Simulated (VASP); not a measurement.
The system is V.

```
V
1.0
     2.46521    0.00000    0.00000
     0.00000    2.46521    0.00000
     0.00000    0.00000    2.46521
V
1
Direct
  0.00000 0.00000 0.00000
```

Base run:

| Property | Result |
| --- | --- |
| Program | VASP 6.6.1 |
| Functional | PBE |
| Potentials or basis | VASP PAW PBE potentials, release 64 (V_sv) |
| Cutoff | 520 eV |
| k mesh | 44 × 44 × 44 |
| Occupations | fermi-dirac, width 0.0612256 eV |
| Spin | no spin polarisation |

Its results: pressure -2.4 GPa.

**Question.** The run is repeated on the same cell with these changes: k mesh from 44 × 44 × 44 to 15 × 15 × 15. What comes out?

**Answer.** Pressure -1.9 GPa.
